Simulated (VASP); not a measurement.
# Cl (P1) in VASP: notebook

Cl is run at these levels: PBE; tasks: single point.

All numbers are computed with VASP 6.6.1; they aren't measurements. Logs are shortened: lines on timing, memory, paths and dates and some standing lists are left out, and cuts for length are marked.

### 1 The cell of the first run

The typed cell holds 4 atoms: a = 3.867 Å, b = 3.867 Å, c = 8.210 Å, α = 90.00°, β = 90.00°, γ = 71.16°.

### 2 Single point, PBE

File INCAR:

```
SYSTEM = Cl
PREC = Accurate ; ENCUT = 520
EDIFF = 1E-6 ; ISMEAR = -1
SIGMA = 0.08 ; LREAL = .FALSE.
LASPH = .TRUE. ; NELM = 60
ALGO = Normal ; ISIF = 2
LWAVE = .FALSE. ; LCHARG = .TRUE.
GGA = PE ; LELF = .TRUE.
LVHAR = .TRUE. ; NBANDS = 22
```

File KPOINTS:

```
Automatic mesh
0
G
  5 5 3
  0 0 0
```

File POSCAR:

```
Cl
1.0
    3.1450000000     -2.2500000000      0.0000000000
    3.1450000000      2.2500000000      0.0000000000
    0.0000000000      0.0000000000      8.2100000000
Cl
4
Direct
    0.9318641360      0.1773072471      0.0888239951
    0.5606211595      0.3533998262      0.6134621194
    0.1609121127      0.8857498905      0.8937734470
    0.3466028140      0.5835428140      0.4039403167
```

Potentials or basis: VASP PAW PBE potentials, release 64 (Cl).

Command:

```sh
$ cat potpaw_PBE.64/Cl/POTCAR > POTCAR
$ mpirun -np 1 vasp_std > vasp.out
```

OUTCAR:

```text
SYSTEM = Cl
   PREC = Accurate
   ENCUT = 520
   EDIFF = 1E-6
   ISMEAR = -1
   LREAL = .FALSE.
   LASPH = .TRUE.
   NELM = 60
   ISIF = 2
   GGA = PE

 ion  position               nearest neighbor table
   1  0.932  0.177  0.089-   3 1.99
   2  0.561  0.353  0.613-   4 1.99
   3  0.161  0.886  0.894-   1 1.99
   4  0.347  0.584  0.404-   2 1.99

  LATTYP: Found a base centered orthorhombic cell.
 ALAT       =     4.5000000000
 B/A-ratio  =     1.3977777778
 C/A-ratio  =     1.8244444444

  Lattice vectors:

 A1 = (  -3.1450000000,  -2.2500000000,   0.0000000000)
 A2 = (   3.1450000000,  -2.2500000000,   0.0000000000)
 A3 = (   0.0000000000,   0.0000000000,   8.2100000000)

Analysis of symmetry for initial positions (statically):
=====================================================================
 Subroutine PRICEL returns:
 Original cell was already a primitive cell.

 Routine SETGRP: Setting up the symmetry group for a
 base centered orthorhombic supercell.

 Subroutine GETGRP returns: Found  1 space group operations
 (whereof  1 operations were pure point group operations)
 out of a pool of  8 trial point group operations.

The static configuration has the point symmetry C_1 .

Analysis of symmetry for dynamics (positions and initial velocities):
=====================================================================
 Subroutine PRICEL returns:
 Original cell was already a primitive cell.

 Routine SETGRP: Setting up the symmetry group for a
 base centered orthorhombic supercell.

 Subroutine GETGRP returns: Found  1 space group operations
 (whereof  1 operations were pure point group operations)
 out of a pool of  8 trial point group operations.

The dynamic configuration has the point symmetry C_1 .

 Subroutine INISYM returns: Found  1 space group operations
 (whereof  1 operations are pure point group operations),
 and found     1 'primitive' translations

----------------------------------------------------------------------------------------

                                     Primitive cell

  volume of cell :     116.1920

  direct lattice vectors                    reciprocal lattice vectors
     3.145000000 -2.250000000  0.000000000     0.158982512 -0.222222222  0.000000000
     3.145000000  2.250000000  0.000000000     0.158982512  0.222222222  0.000000000
     0.000000000  0.000000000  8.210000000     0.000000000  0.000000000  0.121802680

  length of vectors
     3.866978795  3.866978795  8.210000000     0.273236445  0.273236445  0.121802680

  position of ions in fractional coordinates (direct lattice)
     0.931864136  0.177307247  0.088823995
     0.560621160  0.353399826  0.613462119
     0.160912113  0.885749891  0.893773447
     0.346602814  0.583542814  0.403940317

  ion indices of the primitive-cell ions
   primitive index   ion index
                 1           1
                 2           2
                 3           3
                 4           4

----------------------------------------------------------------------------------------

 KPOINTS: Automatic mesh

Automatic generation of k-mesh.
 Grid dimensions read from file:
 generate k-points for:    5    5    3

 Generating k-lattice:

  Cartesian coordinates                     Fractional coordinates (reciprocal lattice)
     0.031796502 -0.044444444  0.000000000     0.200000000  0.000000000  0.000000000
     0.031796502  0.044444444  0.000000000     0.000000000  0.200000000  0.000000000
     0.000000000  0.000000000  0.040600893     0.000000000  0.000000000  0.333333333

  Length of vectors
     0.054647289  0.054647289  0.040600893

  Shift w.r.t. Gamma in fractional coordinates (k-lattice)
     0.000000000  0.000000000  0.000000000

 Subroutine IBZKPT returns following result:
 ===========================================

 Found     38 irreducible k-points:

 Following reciprocal coordinates:
            Coordinates               Weight
  0.000000  0.000000  0.000000      1.000000
  0.200000  0.000000  0.000000      2.000000
 -0.000000 -0.200000  0.000000      2.000000
  0.400000 -0.000000  0.000000      2.000000
  0.000000 -0.400000  0.000000      2.000000
  0.200000  0.200000  0.000000      2.000000
[... 16 lines left out ...]
  0.200000  0.200000  0.333333      2.000000
 -0.200000 -0.200000  0.333333      2.000000
 [... further k-points ...]
   k-points           NKPTS =     38   k-points in BZ     NKDIM =     38   number of bands    NBANDS=     22
   number of dos      NEDOS =    301   number of ions     NIONS =      4
   total plane-waves  NPLWV =  57600
   dimension x,y,z NGX =    30 NGY =   30 NGZ =   64
   dimension x,y,z NGXF=    60 NGYF=   60 NGZF=  128
   ions per type =               4
   NGX,Y,Z   is equivalent  to a cutoff of  12.90, 12.90, 12.96 a.u.
   NGXF,Y,Z  is equivalent  to a cutoff of  25.79, 25.79, 25.92 a.u.
 SYSTEM =  Cl
   PREC   = accura    normal or accurate (medium, high low for compatibility)
   ISTART =      0    job   : 0-new  1-cont  2-samecut
   ICHARG =      2    charge: 1-file 2-atom 10-const
   ISPIN  =      1    spin polarized calculation?
   LNONCOLLINEAR =      F non collinear calculations
   LSORBIT =      F    spin-orbit coupling
   LASPH  =      T    aspherical Exc in radial PAW
   ENCUT  =  520.0 eV  38.22 Ry    6.18 a.u.   7.19  7.19 15.27*2*pi/ulx,y,z
   NELM   =     60;   NELMIN=  2; NELMDL= -5     # of ELM steps
   EDIFF  = 0.1E-05   stopping-criterion for ELM
   LREAL  =      F    real-space projection
   EDIFFG = 0.1E-04   stopping-criterion for IOM
   NSW    =      0    number of steps for IOM
   IBRION =     -1    ionic relax: 0-MD 1-quasi-New 2-CG
   NFREE  =      0    steps in history (QN), initial steepest desc. (CG)
   ISIF   =      2    stress and relaxation
   ISYM   =      2    0-nonsym 1-usesym 2-fastsym
   POTIM  = 0.5000    time-step for ionic-motion
   TEBEG  =    0.0;   TEEND  =   0.0 temperature during run
   PSTRESS=    0.0 pullay stress
   NELECT =      28.0000    total number of electrons
   NUPDOWN=      -1.0000    fix difference up-down
   EMIN   =  10.00;   EMAX   =-10.00  energy-range for DOS
   EFERMI =   0.00;   METHOD = LEGACY
   ISMEAR =    -1;   SIGMA  =   0.08  broadening in eV -4-tet -1-fermi 0-gaus
   EFERMI_NEDOS =   21; number of points for ismear=-14 and -15
   IALGO  =     38    algorithm
   IMIX   =      4    mixing-type and parameters
     AMIX     =   0.40;   BMIX     =  1.00
     AMIX_MAG =   1.60;   BMIX_MAG =  1.00
  volume/ion in A,a.u.               =      29.05       196.03
  Fermi-wavevector in a.u.,A,eV,Ry     =   1.018753  1.925163 14.120900  1.037857
  Thomas-Fermi vector in A             =   2.152228
   LORBIT       =      0    0 simple, 1 ext, 2 COOP (PROOUT), +10 PAW based schemes
   GGA     = PE    functional components
   LHFCALC =     F    Hartree Fock is set to
   AEXX    =    0.0000 exact exchange contribution
   IVDW    =     0    specifies the selected vdW correction
   LEPSILON=     F    determine dielectric tensor
   LRPA    =     F    only Hartree local field effects (RPA)
 non-spin polarized calculation
  energy-cutoff  :      520.00
  volume of cell :      116.19
 maximum number of plane-waves:      3157
 NGX is ok and might be reduce to    30
   NGX = 15   NGY = 15   NGZ = 31

 number of electron      27.9999997 magnetization

 Free energy of the ion-electron system (eV)
  ---------------------------------------------------
  ext. energy  EPLUGINS =         0.00000000
  ---------------------------------------------------
  free energy    TOTEN  =        -7.27445114 eV

  energy without entropy =       -7.27445094  energy(sigma->0) =       -7.27445104

 E-fermi :   0.8104     XC(G=0):  -7.7108

 val. band max:       -0.4461316541   @ k =   0.0000  -0.4000   0.0000
 cond. band min:       2.0234675667   @ k =   0.0000   0.0000   0.0000
 fundamental gap:      2.4695992208
 Fermi energy:         0.8104194019

 k-point     1 :       0.0000    0.0000    0.0000
  band No.  band energies     occupation
      1     -17.3605      2.00000
      2     -17.1317      2.00000
      3     -13.1974      2.00000
      4     -12.5958      2.00000
      5      -6.0245      2.00000
      6      -5.1099      2.00000
[... 14 lines left out ...]
     21       9.6100      0.00000
     22       9.8885      0.00000

 k-point     2 :       0.2000    0.0000    0.0000
  band No.  band energies     occupation
      1     -17.3039      2.00000
      2     -17.1038      2.00000
      3     -13.1431      2.00000
      4     -12.6461      2.00000
      5      -5.9937      2.00000
      6      -5.1926      2.00000
[... 14 lines left out ...]
     21       9.4070      0.00000
     22      10.2706      0.00000

 k-point     3 :      -0.0000   -0.2000    0.0000
  band No.  band energies     occupation
      1     -17.2987      2.00000
      2     -17.0963      2.00000
      3     -13.1482      2.00000
      4     -12.6679      2.00000
      5      -6.0042      2.00000
      6      -5.2181      2.00000
[... 14 lines left out ...]
     21       9.6479      0.00000
     22      10.2160      0.00000

 k-point     4 :       0.4000   -0.0000    0.0000
  band No.  band energies     occupation
      1     -17.2018      2.00000
      2     -17.0650      2.00000
      3     -13.0232      2.00000
      4     -12.7641      2.00000
      5      -5.8753      2.00000
      6      -5.4558      2.00000
[... 14 lines left out ...]
     21       9.9310      0.00000
     22      10.5233      0.00000

 k-point     5 :       0.0000   -0.4000    0.0000
  band No.  band energies     occupation
      1     -17.1895      2.00000
      2     -17.0424      2.00000
      3     -13.0221      2.00000
      4     -12.8395      2.00000
      5      -5.8782      2.00000
      6      -5.5382      2.00000
[... 417 lines left out ...]
 k-point    22 :      -0.0000    0.4000   -0.3333
  band No.  band energies     occupation
      1     -17.1863      2.00000
      2     -17.0458      2.00000
      3     -13.0181      2.00000
      4     -12.8443      2.00000
      5      -5.8473      2.00000
      6      -5.4669      2.00000
[... 14 lines left out ...]
     21       9.9903      0.00000
     22      10.1475      0.00000

 k-point    23 :       0.2000    0.2000    0.3333
  band No.  band energies     occupation
      1     -17.2552      2.00000
      2     -17.1118      2.00000
      3     -13.0119      2.00000
      4     -12.7365      2.00000
      5      -5.7782      2.00000
      6      -5.4363      2.00000
[... 14 lines left out ...]
     21       9.8662      0.00000
     22      10.0580      0.00000

 k-point    24 :      -0.2000   -0.2000    0.3333
  band No.  band energies     occupation
      1     -17.2576      2.00000
      2     -17.1090      2.00000
      3     -13.0266      2.00000
      4     -12.7210      2.00000
      5      -5.8278      2.00000
      6      -5.3798      2.00000
[... 14 lines left out ...]
     21       9.8797      0.00000
     22      10.1846      0.00000

 [... further k-points ...]

------------------------ aborting loop because EDIFF is reached ----------------------------------------

  FORCE on cell =-STRESS in cart. coord.  units (eV):
  Direction    XX          YY          ZZ          XY          YZ          ZX
  --------------------------------------------------------------------------------------
  -------------------------------------------------------------------------------------
  Total        0.9339476      0.6950898      1.1442808      0.0161551     -0.0625037     -0.1086363
  in kB       12.8782478      9.5846264     15.7785420      0.2227630     -0.8618662     -1.4979910
  external PRESSURE =      12.7471388 kB  Pullay stress =       0.0000000 kB

 VOLUME and BASIS-vectors are now :
 -----------------------------------------------------------------------------
  energy-cutoff  :      520.00
  volume of cell :      116.19
      direct lattice vectors                 reciprocal lattice vectors
     3.145000000 -2.250000000  0.000000000     0.158982512 -0.222222222  0.000000000
     3.145000000  2.250000000  0.000000000     0.158982512  0.222222222  0.000000000
     0.000000000  0.000000000  8.210000000     0.000000000  0.000000000  0.121802680

 POSITION                                       TOTAL-FORCE (eV/Angst)
 -----------------------------------------------------------------------------------
      3.48834     -1.69775      0.72924        -0.106719      0.037204      0.313190
      2.87460     -0.46625      5.03652         0.051946     -0.119389      0.128638
      3.29175      1.63089      7.33788         0.011253     -0.060847     -0.238068
      2.92531      0.53311      3.31635         0.043520      0.143031     -0.203759
 -----------------------------------------------------------------------------------
    total drift:                                0.000051      0.000243     -0.000202

  FREE ENERGIE OF THE ION-ELECTRON SYSTEM (eV)
  ---------------------------------------------------
  free  energy   TOTEN  =        -7.2744511401 eV

  energy  without entropy=       -7.2744509359  energy(sigma->0) =       -7.27445104
```

Wall time 64 s (1 thread of AMD EPYC 7R13 (Zen 3), shared host); peak memory 0.21 GiB.

What came out:

```yaml
Free_energy: -7.2745 eV
Pressure: 1.3 GPa
Largest_force: 0.333 eV/Å
Band_gap_on_the_k_mesh: 2.47 eV (least direct gap 2.58 eV)
```

Forces in eV/Å, atoms in the order of the input:
```
Cl  -0.107  0.037  0.313
Cl   0.052 -0.119  0.129
Cl   0.011 -0.061 -0.238
Cl   0.044  0.143 -0.204
```

Stress tensor (GPa, compression positive):
```
 1.29  0.02 -0.15
 0.02  0.96 -0.09
-0.15 -0.09  1.58
```

Caveat: this functional lacks dispersion, which holds the molecules together, so the pressure and a relaxed volume are unreliable; an odd mesh through Γ misses points on the zone boundary, where band edges can lie. As with any semilocal functional, this PBE gap is likely too small.

### 3 Single point, PBE

File INCAR:

```
PREC = Accurate
ENCUT = 520
EDIFF = 1E-6
ISMEAR = -1
SIGMA = 0.08
LREAL = F
LASPH = T
NELM = 80
ALGO = Normal
ISIF = 2
LWAVE = F
LCHARG = F
GGA = PE
NBANDS = 22
```

File KPOINTS:

```
Automatic mesh
0
Gamma
  5 5 3
```

File POSCAR:

```
Cl
1.0
    3.1450000000     -2.2500000000      0.0000000000
    3.1450000000      2.2500000000      0.0000000000
    0.0000000000      0.0000000000      8.2100000000
Cl
4
Direct
    0.9612224681      0.1905673570      0.0914411693
    0.5315544819      0.3451727041      0.6220286236
    0.1748707504      0.8969947504      0.8851278928
    0.3323522996      0.5672651885      0.4014023143
```

Potentials or basis: VASP PAW PBE potentials, release 64 (Cl).

Command:

```sh
$ cat potpaw_PBE.64/Cl/POTCAR > POTCAR
$ mpirun -np 1 vasp_std > vasp.out
```

Run time: 69 s. Hardware: 1 thread of AMD EPYC 7R13 (Zen 3), shared host; peak memory 0.21 GiB.

It converged, with:

```yaml
Free_energy: -7.2135 eV
Pressure: -0.3 GPa
Largest_force: 0.769 eV/Å
Band_gap_on_the_k_mesh: 1.96 eV (least direct gap 2.13 eV)
```

Forces on the atoms (eV/Å):
```
Cl  -0.219 -0.464 -0.459
Cl   0.119  0.315 -0.691
Cl   0.049  0.396  0.599
Cl   0.050 -0.247  0.551
```

Stress tensor (GPa, compression positive):
```
 1.41 -0.17 -0.46
-0.17 -0.48 -0.34
-0.46 -0.34 -1.72
```

Levels at points of the mesh, in eV from the valence-band top:
```csv
k point,band 11,band 12,band 13,band 14,band 15,band 16,band 17,band 18
"(0.00, 0.00, 0.00)",-0.88,-0.55,-0.44,-0.16,1.96,2.74,6.67,7.25
```

Caveat: this functional lacks dispersion, which holds the molecules together, so the pressure and a relaxed volume are unreliable; an odd mesh through Γ misses points on the zone boundary, where band edges can lie.
